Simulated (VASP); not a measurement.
Write the native input for VASP 6.6.1 that does the following.

* Task: single point
* Functional: PBE
* Potentials or basis: VASP PAW PBE potentials, release 64 (Al, As)
* Cutoff: 520 eV
* k mesh: 6 × 6 × 6
* Occupations: gaussian, width 0.1 eV
* Spin: no spin polarisation
* Dipole correction: no
* Further INCAR settings: ALGO = Normal; EDIFF = 1e-07; NBANDS = 15

The structure of Al3As lies in POSCAR:

```
Al3As
1.0
   -1.9493197514      1.9493197514      4.3543246396
    1.9493197514     -1.9493197514      4.3543246396
    1.9493197514      1.9493197514     -4.3543246396
Al As
3 1
Direct
    0.5000000000      0.5000000000      0.0000000000
    0.2500000000      0.7500000000      0.5000000000
    0.7500000000      0.2500000000      0.5000000000
    0.0000000000      0.0000000000      0.0000000000
```

These files were run (other wordings do the same):

INCAR

```
SYSTEM = Al3As
PREC     = Accurate       ! precision mode
ENCUT    = 520            ! plane-wave cutoff, eV
EDIFF    = 1E-7           ! SCF threshold, eV
ISMEAR   = 0              ! smearing method
SIGMA    = 0.1            ! smearing width, eV
LREAL    = .False.        ! projectors in reciprocal space
LASPH    = .True.         ! aspherical terms in the spheres
NELM     = 60             ! most SCF steps
ALGO     = Normal         ! electronic algorithm
ISIF     = 2              ! what is computed and relaxed
LWAVE    = .False.        ! write WAVECAR
LCHARG   = .False.        ! write CHGCAR
GGA      = PE             ! functional
NBANDS   = 15             ! bands
```

KPOINTS

```
Automatic mesh
0
Gamma
  6 6 6
  0 0 0
```

Potentials or basis: VASP PAW PBE potentials, release 64 (Al, As).

Command:

```sh
$ cat potpaw_PBE.64/Al/POTCAR potpaw_PBE.64/As/POTCAR > POTCAR
$ mpirun -np 1 vasp_std > vasp.out
```

Results of the run:

```
Pressure               : 4.3 GPa
Band gap on the k mesh : zero (band 7 reaches 9.91 eV, above the bottom of band 8 at 6.06 eV)
```

Caveat: the k points lie up to 0.38 Å⁻¹ apart.

It took 20 s on 1 thread of Intel(R) Xeon(R) 6975P-C (Granite Rapids) (shared host), peak memory 0.24 GiB.
